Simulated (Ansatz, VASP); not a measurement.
# C in VASP and in Ansatz

```xyz
3
Lattice="2.6054 0.0000 0.0000 -1.3027 2.2564 0.0000 0.0000 0.0000 2.8002" Properties=species:S:1:pos:R:3 pbc="T T T"
C    -0.6514    1.8803    1.8668
C     0.0000    0.7521    0.9334
C     0.6514    1.8803    0.0000
```

Alike in both runs: functional PBE; k mesh 6 × 6 × 6; occupations gaussian, width 0.1 eV; no spin polarisation.

Ansatz relaxed the structure, and its values are those at the end. VASP's run is a single point on that final structure, the one shown.

|  | VASP | Ansatz |
| --- | --- | --- |
| version | VASP 6.6.1 | Ansatz 0.2.0 |
| potentials or method | VASP PAW PBE potentials, release 64 (C), cutoff 520 eV | scalar-relativistic, plane waves, PAW |
| valence electrons in the cell | 12 | 12 |

VASP gave:

- gap on the k mesh at the Fermi level (eV): 1.92
- least direct gap on the mesh (eV): 4.92
- pressure (GPa): 0.5

Task: Which values does Ansatz return?

Result: gap on the k mesh at the Fermi level (eV): 1.94; least direct gap on the mesh (eV): 4.92; pressure (GPa): 0.0.

The k mesh is coarse, so the values compare programs but aren't converged.
